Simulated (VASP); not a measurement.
## MgO: single point with PBE

MgO:

```
Mg O
1.0
    -3.52132    0.00000    0.00000
    -1.76066   -3.04955    0.00000
    -1.46722   -1.01652   12.71815
Mg O
6 6
Direct
  0.64583 0.63888 0.08335
  0.56250 0.52777 0.41668
  0.47916 0.41666 0.75002
  0.10416 0.02777 0.91668
  0.27083 0.24999 0.25002
  0.18750 0.13888 0.58335
  0.43750 0.36111 0.91668
  0.60416 0.58333 0.25002
  0.52083 0.47222 0.58335
  0.31250 0.30555 0.08335
  0.22916 0.19444 0.41668
  0.14583 0.08333 0.75002
```

This cell differs from its parent crystal: the part above a cut slid along it.

- Program: VASP 6.6.1
- Task: single point
- Functional: PBE
- Potentials or basis: VASP PAW PBE potentials, release 64 (Mg, O)
- Cutoff: 520 eV
- k mesh: 7 × 7 × 2
- Occupations: gaussian, width 0.05 eV
- Spin: no spin polarisation

| Quantity | Value |
| --- | --- |
| Pressure | 1.4 GPa |
| Largest force | 3.573 eV/Å |
| Band gap on the k mesh | 1.07 eV (least direct gap 1.11 eV) |

Forces in eV/Å, atoms in the order of the input:
```
Mg  -0.160  0.129  1.640
Mg   0.001  0.000  0.006
Mg  -0.030 -0.002 -0.109
Mg   0.160 -0.129 -1.640
Mg   0.030  0.002  0.109
Mg  -0.001  0.000 -0.006
O   -1.010 -0.060 -3.426
O    0.033 -0.001 -0.022
O    0.000  0.000 -0.004
O    1.010  0.060  3.426
O    0.000  0.000  0.004
O   -0.033  0.001  0.022
```

Stress tensor (GPa, compression positive):
```
-3.93 -1.39  2.60
-1.39 -4.45  0.48
 2.60  0.48 12.72
```

Levels at points of the mesh, in eV from the valence-band top:
```
           k point  band 20  band 21  band 22  band 23  band 24  band 25  band 26  band 27  band 28  band 29
(0.00, 0.00, 0.00)    -1.81    -1.81    -1.80    -1.75    -0.04     1.07     3.17     3.90     5.97     6.25
(0.00, 0.00, 0.50)    -1.95    -1.74    -1.70    -1.55    -0.25     1.23     2.88     4.53     5.01     7.37
```

It took 8 min on 1 thread of Intel Xeon 8259CL, with other jobs on the host, peak memory 0.37 GiB.

Caveat: the cell differs from its parent crystal (the part above a cut slid along it); the stress differs along the axes, from -4 to 13 GPa; forces of over 1 eV/Å act on the atoms, so gaps and moduli don't describe the material at rest. A k mesh can miss the band edges.
